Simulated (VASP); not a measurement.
Input of a VASP 6.6.1 run:

INCAR

```
SYSTEM = TiGePd3
ALGO = Fast ; EDIFF = 1E-6
EDIFFG = -0.04 ; ENCUT = 600
GGA = PE ; IBRION = 2
ISIF = 3 ; ISMEAR = 0
LASPH = .TRUE. ; LCHARG = .FALSE.
LREAL = .FALSE. ; LWAVE = .FALSE.
NELM = 100 ; NSW = 90
PREC = Accurate ; SIGMA = 0.1
```

The input KPOINTS:

```
k-points
0
G
  4 4 4
  0 0 0
```

POSCAR

```
TiGePd3
1.0
    4.0013978000      0.0000000000      0.0000000000
    0.0000000000      4.0013978000      0.0000000000
    0.0000000000      0.0000000000      5.1392530900
Ti Ge Pd
1 1 3
Direct
    0.0000000000      0.0000000000      0.5000000000
    0.5000000000      0.5000000000      0.5000000000
    0.0000000000      0.5000000000      0.5000000000
    0.5000000000      0.0000000000      0.5000000000
    0.5000000000      0.5000000000      0.0000000000
```

Potentials or basis: VASP PAW PBE potentials, release 64 (Ti_sv, Ge_d, Pd).

The run is started by

```sh
$ cat potpaw_PBE.64/Ti_sv/POTCAR potpaw_PBE.64/Ge_d/POTCAR potpaw_PBE.64/Pd/POTCAR > POTCAR
$ mpirun -np 1 vasp_std > vasp.out
```

Problem. Estimate the relaxed cell.

Solution. a = 4.942 Å, b = 4.942 Å, c = 4.725 Å, α = 90.00°, β = 90.00°, γ = 90.00°.

Problem. What does it give for the space group after relaxing (to 0.05 Å)?

Solution. P4/mmm (No. 123).

The path:
```tsv
step	energy change (eV)	largest force (eV/Å)	pressure (GPa)	volume (Å³)
1	0.0000	0.0000	112.38	82.29
2	4.5299	0.0000	-28.06	272.40
3	5.5947	0.0000	4.47	152.23
4	-8.2164	0.0000	-5.19	153.98
5	-12.6902	0.0000	-6.28	134.89
6	-7.7677	0.0000	56.63	91.56
7	-14.3158	0.0000	-6.59	130.49
8	-13.9619	0.0000	10.00	110.15
9	-14.5836	0.0000	-3.12	124.04
10	-14.6182	0.0000	-2.99	122.53
11	-14.6140	0.0000	-1.19	121.14
12	-14.6193	0.0000	-1.80	121.94
13	-14.7017	0.0000	3.81	111.72
14	-14.7159	0.0000	2.18	114.34
15	-14.7893	0.0000	0.23	114.35
16	-14.8030	0.0000	0.82	114.38
17	-14.8030	0.0000	0.70	114.37
18	-14.8053	0.0000	-0.18	115.71
19	-14.8058	0.0000	0.00	115.42
```

Caveat: the k points lie up to 0.33 Å⁻¹ apart in the final cell; the volume moved by over 15 % at a fixed basis, so the end points are rough.
